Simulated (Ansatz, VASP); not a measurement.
## Na: VASP beside Ansatz

```
Na
1.0
    -2.08574    2.08574    2.18102
     2.08574   -2.08574    2.18102
     2.08574    2.08574   -2.18102
Na
1
Cartesian
  0.0000 0.0000 0.0000
```

Change from the starting cell: strain -0.015 along x and y, +0.030 along z, atoms carried along.

Alike in both runs: task single point; functional PBEsol; k mesh 16 × 16 × 16; occupations gaussian, width 0.15 eV; no spin polarisation.

|  | VASP | Ansatz |
| --- | --- | --- |
| version | VASP 6.6.1 | Ansatz 0.2.0 |
| potentials or method | VASP PAW PBE potentials, release 64 (Na_pv), cutoff 520 eV | scalar-relativistic, plane waves, PAW |
| valence electrons in the cell | 7 | 9 |

|  | VASP | Ansatz | Ansatz less VASP |
| --- | --- | --- | --- |
| gap on the k mesh at the Fermi level (eV) | none | none | - |
| pressure (GPa) | -0.3 | -0.3 | -0.02 |

VASP's potentials were made for PBE, not for PBEsol. A gap of «none» marks a metal or a gap that the smearing closes. The functional is the same, so the differences come from potentials, cutoffs and numerics. VASP's potentials hold 7 valence electrons a cell and Ansatz's 9, so a difference there can come from the potentials and not from the codes.
